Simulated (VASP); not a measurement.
Set up this calculation in VASP 6.6.1, as the native input.

```yaml
Task: relaxation of cell and atoms
Functional: PBE
Potentials_or_basis: VASP PAW PBE potentials, release 64 (Ta_pv)
Cutoff: 600 eV
k_mesh: 16 × 16 × 16
Occupations: fermi-dirac, width 0.1 eV
Spin: no spin polarisation
Target_pressure: 19 GPa
Dipole_correction: no
Further_INCAR_settings: ALGO = Normal; EDIFF = 1e-06; IBRION = 2; EDIFFG = -0.005; NSW = 32; ISIF = 3
```

The structure of Ta lies in POSCAR:

```
Ta
1.0
    0.0000000000      2.0531357245      2.0531357245
    2.0531357245      0.0000000000      2.0531357245
    2.0531357245      2.0531357245      0.0000000000
Ta
1
Direct
    0.0000000000      0.0000000000      0.0000000000
```

These files were run (other wordings do the same):

INCAR

```
SYSTEM = Ta
  PREC = Accurate
  ENCUT = 600
  EDIFF = 1E-6
  ISMEAR = -1
  SIGMA = 0.1
  LREAL = .FALSE.
  LASPH = .TRUE.
  NELM = 80
  ALGO = Normal
  ISIF = 3
  LWAVE = .FALSE.
  LCHARG = .FALSE.
  GGA = PE
  IBRION = 2
  NSW = 32
  EDIFFG = -0.005
  PSTRESS = 190.0
```

KPOINTS

```
regular mesh
0
G
  16 16 16
  0 0 0
```

Potentials or basis: VASP PAW PBE potentials, release 64 (Ta_pv).

The run is started by

```sh
$ cat potpaw_PBE.64/Ta_pv/POTCAR > POTCAR
$ mpirun -np 1 vasp_std > vasp.out
```

Results of the run:

| Quantity | Value |
| --- | --- |
| Relaxed volume | 17.32 Å³/atom |
| Relaxed cell | a = 2.904 Å, b = 2.904 Å, c = 2.904 Å, α = 60.00°, β = 60.00°, γ = 60.00° |
| Space group after relaxing (to 0.05 Å) | Fm-3m (No. 225) |
| Energy change on relaxing (the enthalpy is what falls) | -1.2 meV/atom |
| Ionic steps | 3 |
| Pressure after relaxing | 19.0 GPa |

Caveat: the cell is relaxed towards a set pressure, so the enthalpy falls and the energy may rise.

It took 12 s on 1 thread of Intel(R) Xeon(R) 6975P-C (Granite Rapids), on a shared host, peak memory 0.17 GiB.
